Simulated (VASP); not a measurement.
Set up this calculation in VASP 6.6.1, as the native input.

- Task: single point
- Functional: PBE
- Dispersion: D3(BJ)
- Potentials or basis: VASP PAW PBE potentials, release 64 (Co, Si)
- Cutoff: 600 eV
- k mesh: 14 × 14 × 14
- Occupations: gaussian, width 0.1 eV
- Spin: no spin polarisation
- Dipole correction: no
- Further INCAR settings: ALGO = Normal; EDIFF = 1e-06; NBANDS = 16

The structure of CoSi2 lies in POSCAR:

```
CoSi2
1.0
    0.0000000000      2.6520857520      2.6520857520
    2.6520857520      0.0000000000      2.6520857520
    2.6520857520      2.6520857520      0.0000000000
Co Si
1 2
Direct
    0.0000000000      0.0000000000      0.0000000000
    0.2500000000      0.2500000000      0.2500000000
    0.7500000000      0.7500000000      0.7500000000
```

The input as run:

INCAR

```
ALGO = Normal
EDIFF = 1E-6
ENCUT = 600
GGA = PE
GGA_COMPAT = False
ISIF = 2
ISMEAR = 0
IVDW = 12
LASPH = True
LCHARG = False
LREAL = False
LWAVE = False
NBANDS = 16
NELM = 120
PREC = Accurate
SIGMA = 0.1
```

KPOINTS

```
k-points
0
Gamma
  14 14 14
```

Potentials or basis: VASP PAW PBE potentials, release 64 (Co, Si).

Launch:

```console
$ cat potpaw_PBE.64/Co/POTCAR potpaw_PBE.64/Si/POTCAR > POTCAR
$ mpirun -np 1 vasp_std > vasp.out
```

It gave:

- Pressure: -0.2 GPa
- Band gap on the k mesh: zero (an odd number of electrons rules out a gap without spin polarisation)
- Dispersion energy per atom: -0.456 eV

Caveat: the run has no spin polarisation, though such a crystal can be magnetic.

Run time: 82 s on 1 thread of Intel(R) Xeon(R) Platinum 8259CL CPU @ 2.50GHz (Skylake/Cascade Lake) (shared host), peak memory 0.23 GiB.
